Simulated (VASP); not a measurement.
# MoS2 in VASP: further runs

Runs on MoS2. Level: PBE+D3(BJ). Tasks: single point.

All numbers are computed with VASP 6.6.1; they aren't measurements. Logs are shortened: lines on timing, memory, paths and dates and some standing lists are left out, and cuts for length are marked.

## (1) The cell of the first run

The cell holds a slab with vacuum, 3 atoms: a = 3.155 Å, b = 3.155 Å, c = 21.103 Å, α = 90.00°, β = 90.00°, γ = 120.00°.

## (2) Single point, PBE+D3(BJ), collinear spin, ferromagnetic start

INCAR

```
SYSTEM = MoS2
PREC     = Accurate       ! precision mode
ENCUT    = 520            ! plane-wave cutoff, eV
EDIFF    = 1E-6           ! SCF threshold, eV
ISMEAR   = 0              ! smearing method
SIGMA    = 0.05           ! smearing width, eV
LREAL    = .False.        ! projectors in reciprocal space
LASPH    = .True.         ! aspherical terms in the spheres
NELM     = 150            ! most SCF steps
ALGO     = Normal         ! electronic algorithm
ISIF     = 2              ! what is computed and relaxed
LWAVE    = .False.        ! write WAVECAR
LCHARG   = .True.         ! write CHGCAR
ISPIN    = 2              ! spin polarisation
MAGMOM   = 0 0 1          ! initial moments
LORBIT   = 11             ! projections on sites
LMAXMIX  = 4              ! l up to which the mixer works
LDIPOL   = .True.       
IDIPOL   = 3            
DIPOL    = 0.5 0.5 0.500
GGA      = PE             ! functional
IVDW     = 12             ! dispersion correction
LELF     = .True.         ! ELF
LVHAR    = .True.       
LVACPOTAV= .True.       
NBANDS   = 24             ! bands
```

KPOINTS

```
Automatic mesh
0
Gamma
  12 12 1
  0 0 0
```

POSCAR

```
MoS2
1.0
    3.1545990030      0.0000000000      0.0000000000
   -1.5772995015      2.7319628754      0.0000000000
    0.0000000000      0.0000000000     21.1026500379
S Mo
2 1
Direct
    0.3333333333      0.6666666667      0.4257108074
    0.3333333333      0.6666666667      0.5742891926
    0.0000000000      0.0000000000      0.5000000000
```

Potentials or basis: VASP PAW PBE potentials, release 64 (S, Mo_sv).

Started as:

```
$ cat potpaw_PBE.64/S/POTCAR potpaw_PBE.64/Mo_sv/POTCAR > POTCAR
$ mpirun -np 1 vasp_std > vasp.out
```

OUTCAR:

```text
SYSTEM = MoS2
   PREC = Accurate
   ENCUT = 520
   EDIFF = 1E-6
   ISMEAR = 0
   LREAL = .False.
   LASPH = .True.
   NELM = 150
   ISIF = 2
   ISPIN = 2
   LORBIT = 11
   GGA = PE
   IVDW = 12
 IVDW          = 12

 ion  position               nearest neighbor table
   1  0.333  0.667  0.426-   3 2.40   3 2.40   3 2.40
   2  0.333  0.667  0.574-   3 2.40   3 2.40   3 2.40
   3  0.000  0.000  0.500-   1 2.40   2 2.40   1 2.40   2 2.40   1 2.40   2 2.40

  LATTYP: Found a hexagonal cell.
 ALAT       =     3.1545990030
 C/A-ratio  =     6.6894873224

  Lattice vectors:

 A1 = (   3.1545990030,   0.0000000000,   0.0000000000)
 A2 = (  -1.5772995015,   2.7319628754,   0.0000000000)
 A3 = (   0.0000000000,   0.0000000000,  21.1026500379)

Analysis of symmetry for initial positions (statically):
=====================================================================
 Subroutine PRICEL returns:
 Original cell was already a primitive cell.

 Routine SETGRP: Setting up the symmetry group for a
 hexagonal supercell.

 Subroutine GETGRP returns: Found 12 space group operations
 (whereof 12 operations were pure point group operations)
 out of a pool of 24 trial point group operations.

The static configuration has the point symmetry D_3h.

Analysis of symmetry for dynamics (positions and initial velocities):
=====================================================================
 Subroutine PRICEL returns:
 Original cell was already a primitive cell.

 Routine SETGRP: Setting up the symmetry group for a
 hexagonal supercell.

 Subroutine GETGRP returns: Found 12 space group operations
 (whereof 12 operations were pure point group operations)
 out of a pool of 24 trial point group operations.

The dynamic configuration has the point symmetry D_3h.

Analysis of structural, dynamic, and magnetic symmetry:
=====================================================================
 Subroutine PRICEL returns:
 Original cell was already a primitive cell.

 Routine SETGRP: Setting up the symmetry group for a
 hexagonal supercell.

 Subroutine GETGRP returns: Found 12 space group operations
 (whereof 12 operations were pure point group operations)
 out of a pool of 24 trial point group operations.

The overall configuration has the point symmetry D_3h.

 Subroutine INISYM returns: Found 12 space group operations
 (whereof 12 operations are pure point group operations),
 and found     1 'primitive' translations

----------------------------------------------------------------------------------------

                                     Primitive cell

  volume of cell :     181.8679

  direct lattice vectors                    reciprocal lattice vectors
     3.154599003  0.000000000  0.000000000     0.316997501  0.183018592  0.000000000
    -1.577299501  2.731962875  0.000000000     0.000000000  0.366037185  0.000000000
     0.000000000  0.000000000 21.102650038     0.000000000  0.000000000  0.047387413

  length of vectors
     3.154599003  3.154599003 21.102650038     0.366037185  0.366037185  0.047387413

  position of ions in fractional coordinates (direct lattice)
     0.333333333  0.666666667  0.425710807
     0.333333333  0.666666667  0.574289193
     0.000000000  0.000000000  0.500000000

  ion indices of the primitive-cell ions
   primitive index   ion index
                 1           1
                 2           2
                 3           3

----------------------------------------------------------------------------------------

 KPOINTS: Automatic mesh

Automatic generation of k-mesh.
 Grid dimensions read from file:
 generate k-points for:   12   12    1

 Generating k-lattice:

  Cartesian coordinates                     Fractional coordinates (reciprocal lattice)
     0.026416458  0.015251549  0.000000000     0.083333333  0.000000000  0.000000000
     0.000000000  0.030503099  0.000000000     0.000000000  0.083333333  0.000000000
     0.000000000  0.000000000  0.047387413     0.000000000  0.000000000  1.000000000

  Length of vectors
     0.030503099  0.030503099  0.047387413

  Shift w.r.t. Gamma in fractional coordinates (k-lattice)
     0.000000000  0.000000000  0.000000000

 Subroutine IBZKPT returns following result:
 ===========================================

 Found     19 irreducible k-points:

 Following reciprocal coordinates:
            Coordinates               Weight
  0.000000  0.000000  0.000000      1.000000
  0.083333  0.000000  0.000000      6.000000
  0.166667  0.000000  0.000000      6.000000
  0.250000  0.000000  0.000000      6.000000
  0.333333  0.000000  0.000000      6.000000
  0.416667  0.000000  0.000000      6.000000
[... 11 lines left out ...]
  0.333333  0.250000  0.000000     12.000000
  0.333333  0.333333  0.000000      2.000000
   k-points           NKPTS =     19   k-points in BZ     NKDIM =     19   number of bands    NBANDS=     24
   number of dos      NEDOS =    301   number of ions     NIONS =      3
   total plane-waves  NPLWV =  92160
   dimension x,y,z NGX =    24 NGY =   24 NGZ =  160
   dimension x,y,z NGXF=    48 NGYF=   48 NGZF=  320
   ions per type =               2   1
   NGX,Y,Z   is equivalent  to a cutoff of  12.65, 12.65, 12.60 a.u.
   NGXF,Y,Z  is equivalent  to a cutoff of  25.30, 25.30, 25.21 a.u.
 SYSTEM =  MoS2
   PREC   = accura    normal or accurate (medium, high low for compatibility)
   ISTART =      0    job   : 0-new  1-cont  2-samecut
   ICHARG =      2    charge: 1-file 2-atom 10-const
   ISPIN  =      2    spin polarized calculation?
   LNONCOLLINEAR =      F non collinear calculations
   LSORBIT =      F    spin-orbit coupling
   LASPH  =      T    aspherical Exc in radial PAW
   ENCUT  =  520.0 eV  38.22 Ry    6.18 a.u.   5.87  5.87 39.24*2*pi/ulx,y,z
   NELM   =    150;   NELMIN=  2; NELMDL= -5     # of ELM steps
   EDIFF  = 0.1E-05   stopping-criterion for ELM
   LREAL  =      F    real-space projection
   EDIFFG = 0.1E-04   stopping-criterion for IOM
   NSW    =      0    number of steps for IOM
   IBRION =     -1    ionic relax: 0-MD 1-quasi-New 2-CG
   NFREE  =      0    steps in history (QN), initial steepest desc. (CG)
   ISIF   =      2    stress and relaxation
   ISYM   =      2    0-nonsym 1-usesym 2-fastsym
   POTIM  = 0.5000    time-step for ionic-motion
   TEBEG  =    0.0;   TEEND  =   0.0 temperature during run
   PSTRESS=    0.0 pullay stress
   NELECT =      26.0000    total number of electrons
   NUPDOWN=      -1.0000    fix difference up-down
   EMIN   =  10.00;   EMAX   =-10.00  energy-range for DOS
   EFERMI =   0.00;   METHOD = LEGACY
   ISMEAR =     0;   SIGMA  =   0.05  broadening in eV -4-tet -1-fermi 0-gaus
   EFERMI_NEDOS =   21; number of points for ismear=-14 and -15
   IALGO  =     38    algorithm
   IMIX   =      4    mixing-type and parameters
     AMIX     =   0.40;   BMIX     =  1.00
     AMIX_MAG =   1.60;   BMIX_MAG =  1.00
  volume/ion in A,a.u.               =      60.62       409.10
  Fermi-wavevector in a.u.,A,eV,Ry     =   0.856014  1.617631  9.969794  0.732759
  Thomas-Fermi vector in A             =   1.972851
   LORBIT       =     11    0 simple, 1 ext, 2 COOP (PROOUT), +10 PAW based schemes
   GGA     = PE    functional components
   LHFCALC =     F    Hartree Fock is set to
   AEXX    =    0.0000 exact exchange contribution
   IVDW    =    12    specifies the selected vdW correction
   LEPSILON=     F    determine dielectric tensor
   LRPA    =     F    only Hartree local field effects (RPA)
 spin polarized calculation
 Gauss-broadening in eV      SIGMA  =   0.05
  energy-cutoff  :      520.00
  volume of cell :      181.87
 maximum number of plane-waves:      4926
 NGX is ok and might be reduce to    24
   NGX = 11   NGY = 11   NGZ = 79

 dipolmoment           0.000000      0.000000      0.000000 electrons x Angstroem

 number of electron      26.0000001 magnetization       0.0000253

 number of electron      26.0000001 magnetization      -0.0000177

 dipolmoment           0.000000      0.000000     -0.000000 electrons x Angstroem

 Free energy of the ion-electron system (eV)
  ---------------------------------------------------
  ext. energy  EPLUGINS =         0.00000000
  ---------------------------------------------------
  free energy    TOTEN  =       -21.84427950 eV

  energy without entropy =      -21.84427950  energy(sigma->0) =      -21.84427950

 E-fermi :  -1.8257     XC(G=0):  -3.6465

 val. band max:       -2.1466750516   @ k =   0.3333   0.3333   0.0000
 cond. band min:      -0.3669636340   @ k =   0.3333   0.3333   0.0000
 fundamental gap:      1.7797114176
 Fermi energy:        -1.8257476583

 spin component 1

 k-point     1 :       0.0000    0.0000    0.0000
  band No.  band energies     occupation
      1     -62.9827      1.00000
      2     -37.1418      1.00000
      3     -36.9043      1.00000
      4     -36.9043      1.00000
      5     -16.3050      1.00000
      6     -15.0041      1.00000
[... 502 lines left out ...]
     23       9.6140      0.00000
     24       9.6574      0.00000
 Fermi energy:        -1.8257476583

 spin component 2

 k-point     1 :       0.0000    0.0000    0.0000
  band No.  band energies     occupation
      1     -62.9827      1.00000
      2     -37.1418      1.00000
      3     -36.9043      1.00000
      4     -36.9043      1.00000
      5     -16.3050      1.00000
      6     -15.0041      1.00000
[... 502 lines left out ...]
     23       9.6103      0.00000
     24       9.6574      0.00000

------------------------ aborting loop because EDIFF is reached ----------------------------------------

 Edisp (eV)   -0.95782

 E8    (eV) :    -0.4143

  FORCE on cell =-STRESS in cart. coord.  units (eV):
  Direction    XX          YY          ZZ          XY          YZ          ZX
  --------------------------------------------------------------------------------------
  -------------------------------------------------------------------------------------
  Total      -0.06518    -0.06518    -0.09272    -0.00000    -0.00000    -0.00000
  in kB      -0.57417    -0.57417    -0.81679    -0.00000    -0.00000    -0.00000
  external pressure =       -0.66 kB  Pullay stress =        0.00 kB

 VOLUME and BASIS-vectors are now :
 -----------------------------------------------------------------------------
  energy-cutoff  :      520.00
  volume of cell :      181.87
      direct lattice vectors                 reciprocal lattice vectors
     3.154599003  0.000000000  0.000000000     0.316997501  0.183018592  0.000000000
    -1.577299501  2.731962875  0.000000000     0.000000000  0.366037185  0.000000000
     0.000000000  0.000000000 21.102650038     0.000000000  0.000000000  0.047387413

 POSITION                                       TOTAL-FORCE (eV/Angst)
 -----------------------------------------------------------------------------------
     -0.00000      1.82131      8.98363         0.000000      0.000000      0.020625
     -0.00000      1.82131     12.11902         0.000000     -0.000000     -0.020625
      0.00000      0.00000     10.55133        -0.000000      0.000000      0.000000
 -----------------------------------------------------------------------------------
    total drift:                                0.000000     -0.000000     -0.000000

  FREE ENERGIE OF THE ION-ELECTRON SYSTEM (eV)
  ---------------------------------------------------
  free  energy   TOTEN  =       -22.8020960670 eV

  energy  without entropy=      -22.8020960670  energy(sigma->0) =      -22.80209607

 vacuum level on the upper side and lower side of the slab         3.745         3.745

 total charge

# of ion       s       p       d       tot
------------------------------------------
    1        1.363   2.343   0.000   3.706
    2        1.363   2.343   0.000   3.706
    3        2.292   6.223   3.954  12.469
--------------------------------------------------
tot          5.019  10.909   3.954  19.882

 magnetization (x)

# of ion       s       p       d       tot
------------------------------------------
    1       -0.000   0.000   0.000   0.000
    2       -0.000   0.000   0.000   0.000
    3       -0.000  -0.000  -0.000  -0.000
--------------------------------------------------
tot         -0.000   0.000  -0.000  -0.000
```

Wall time 2.1 min (1 thread of Intel Xeon 6975P-C (Granite Rapids), shared host); peak memory 0.43 GiB.

What came out:

- Free energy: -22.8021 eV
- Largest force: 0.021 eV/Å
- Band gap on the k mesh: 1.78 eV, direct
- Net moment: 0.00 μB per cell
- Valence electrons inside the program's atomic spheres: S 3.71; Mo 12.47
- Dispersion energy per atom: -0.319 eV

Forces on the atoms (eV/Å):
```
S    0.000  0.000  0.021
S    0.000  0.000 -0.021
Mo   0.000  0.000  0.000
```

Levels at points of the mesh, in eV from the valence-band top:
Spin up:
| k point | band 10 | band 11 | band 12 | band 13 | band 14 | band 15 | band 16 | band 17 |
| --- | --- | --- | --- | --- | --- | --- | --- | --- |
| (0.00, 0.00, 0.00) | -1.86 | -1.45 | -1.45 | -0.09 | 2.84 | 2.84 | 3.07 | 3.07 |
| (0.50, 0.00, 0.00) | -3.15 | -1.95 | -0.91 | -0.65 | 2.35 | 2.85 | 3.92 | 4.37 |
Spin down:
| k point | band 10 | band 11 | band 12 | band 13 | band 14 | band 15 | band 16 | band 17 |
| --- | --- | --- | --- | --- | --- | --- | --- | --- |
| (0.00, 0.00, 0.00) | -1.86 | -1.45 | -1.45 | -0.09 | 2.84 | 2.84 | 3.07 | 3.07 |
| (0.50, 0.00, 0.00) | -3.15 | -1.95 | -0.91 | -0.65 | 2.35 | 2.85 | 3.92 | 4.37 |

[end of part 1 of 2]
